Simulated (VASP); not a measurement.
Here is a VASP 6.6.1 calculation.

Contents of INCAR:

```
ALGO = Normal
EDIFF = 1E-7
ENCUT = 520
GGA = PS
ISIF = 2
ISMEAR = 0
ISPIN = 2
LASPH = True
LCHARG = False
LDAU = True
LDAUJ = 0 0
LDAUL = 3 -1
LDAUPRINT = 1
LDAUTYPE = 2
LDAUU = 6 0
LMAXMIX = 6
LORBIT = 11
LREAL = False
LWAVE = False
MAGMOM = 7.72 0
NBANDS = 23
NELM = 150
PREC = Accurate
SIGMA = 0.05
```

KPOINTS

```
k-points
0
Gamma
  8 8 8
```

The input POSCAR:

```
GdO
1.0
    0.0000000000      2.7000000000      2.7000000000
    2.7000000000      0.0000000000      2.7000000000
    2.7000000000      2.7000000000      0.0000000000
Gd O
1 1
Direct
    0.0000000000      0.0000000000      0.0000000000
    0.2500000000      0.2500000000      0.2500000000
```

Potentials or basis: VASP PAW PBE potentials, release 64 (Gd, O).

The run is started by

```sh
$ cat potpaw_PBE.64/Gd/POTCAR potpaw_PBE.64/O/POTCAR > POTCAR
$ mpirun -np 1 vasp_std > vasp.out
```

(1) Predict the net moment.

(2) Predict the pressure.

Answers

(1) 7.94 μB per cell.

(2) -3.9 GPa.

Caveat: the PAW data sets were made with another functional, which shifts forces and pressure a little; a cell with one magnetic atom can't hold antiferromagnetic order, which such compounds often take.
